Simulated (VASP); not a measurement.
Set up this calculation in VASP 6.6.1, as the native input.

```
Task                   : single point
Functional             : PBEsol
Potentials or basis    : VASP PAW PBE potentials, release 64 (Ti_sv)
Cutoff                 : 500 eV
k mesh                 : 15 × 15 × 8
Occupations            : fermi-dirac, width 0.05 eV
Spin                   : no spin polarisation
Dipole correction      : no
Further INCAR settings : ALGO = Normal; EDIFF = 1e-06; NBANDS = 19
```

The structure of Ti lies in POSCAR:

```
Ti
1.0
    2.6814753986      0.0000000000      0.0000000000
   -1.3407376993      2.3222258148      0.0000000000
    0.0000000000      0.0000000000      4.2987285616
Ti
2
Direct
    0.3333333333      0.6666666667      0.2500000000
    0.6666666667      0.3333333333      0.7500000000
```

These files were run (other wordings do the same):

INCAR

```
PREC = Accurate
ENCUT = 500
EDIFF = 1E-6
ISMEAR = -1
SIGMA = 0.05
LREAL = False
LASPH = True
NELM = 120
ALGO = Normal
ISIF = 2
LWAVE = False
LCHARG = False
GGA = PS
NBANDS = 19
GGA_COMPAT = False
```

KPOINTS

```
Automatic mesh
0
Gamma
  15 15 8
```

Potentials or basis: VASP PAW PBE potentials, release 64 (Ti_sv).

Command:

```bash
$ cat potpaw_PBE.64/Ti_sv/POTCAR > POTCAR
$ mpirun -np 1 vasp_std > vasp.out
```

It gave:

```
Pressure               : 37.7 GPa
Band gap on the k mesh : zero (bands 12 and 13 overlap by 1.38 eV)
```

Caveat: the cell stands under pressure; the PAW data sets were made with another functional, which shifts forces and pressure a little.

It took 96 s on 1 thread of Intel Xeon 8259CL (shared host), peak memory 0.18 GiB.
